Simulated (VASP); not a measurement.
Set up this calculation in VASP 6.6.1, as the native input.

- Task: single point
- Functional: PBE
- Potentials or basis: VASP PAW PBE potentials, release 64 (Ta_pv, N)
- Cutoff: 520 eV
- k mesh: 9 × 9 × 9
- Occupations: fermi-dirac, width 0.05 eV
- Spin: no spin polarisation
- Dipole correction: no
- Further INCAR settings: ALGO = Normal; EDIFF = 1e-06; NBANDS = 15

The structure of TaN lies in POSCAR:

```
TaN
1.0
    0.0000000000      2.2113230000      2.2113230000
    2.2113230000      0.0000000000      2.2113230000
    2.2113230000      2.2113230000      0.0000000000
Ta N
1 1
Direct
    0.5000000000      0.5000000000      0.5000000000
    0.0000000000      0.0000000000      0.0000000000
```

One way to write it, as run:

INCAR

```
PREC = Accurate
ENCUT = 520
EDIFF = 1E-6
ISMEAR = -1
SIGMA = 0.05
LREAL = False
LASPH = True
NELM = 100
ALGO = Normal
ISIF = 2
LWAVE = False
LCHARG = True
GGA = PE
LELF = True
LVHAR = True
NBANDS = 15
```

KPOINTS

```
regular mesh
0
Gamma
  9 9 9
```

Potentials or basis: VASP PAW PBE potentials, release 64 (Ta_pv, N).

Command:

```console
$ cat potpaw_PBE.64/Ta_pv/POTCAR potpaw_PBE.64/N/POTCAR > POTCAR
$ mpirun -np 1 vasp_std > vasp.out
```

Results of the run:

```yaml
Pressure: -0.5 GPa
Band_gap_on_the_k_mesh: zero (band 8 reaches 10.86 eV, above the bottom of band 9 at 7.29 eV)
```

Caveat: spin-orbit coupling is left out, which moves the levels of the heavy elements.

Wall time 12 s on 1 thread of Intel Xeon 8259CL, with other jobs on the host, peak memory 0.15 GiB.
